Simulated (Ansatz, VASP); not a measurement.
**Two plane-wave programs on Si2W**

```
Si W
1.0
    -1.61450    1.61450    3.93341
     1.61450   -1.61450    3.93341
     1.61450    1.61450   -3.93341
Si W
2 1
Direct
  0.33457 0.33457 0.00000
  0.66543 0.66543 0.00000
  0.00000 0.00000 0.00000
```

Alike in both runs: functional PBE; k mesh 18 × 18 × 18; occupations gaussian, width 0.1 eV; no spin polarisation.

Ansatz relaxed the structure, and its values are those at the end. VASP's run is a single point on that final structure, the one shown.

|  | VASP | Ansatz |
| --- | --- | --- |
| version | VASP 6.6.1 | Ansatz 0.2.0 |
| potentials or method | VASP PAW PBE potentials, release 64 (Si, W_sv), cutoff 520 eV | scalar-relativistic, plane waves, PAW |
| valence electrons in the cell | 22 | 22 |

|  | VASP | Ansatz | Ansatz less VASP |
| --- | --- | --- | --- |
| gap on the k mesh at the Fermi level (eV) | none | none | - |
| pressure (GPa) | 0.1 | 0.0 | -0.09 |

A gap of «none» marks a metal or a gap that the smearing closes.

Neither program's run includes spin-orbit coupling.
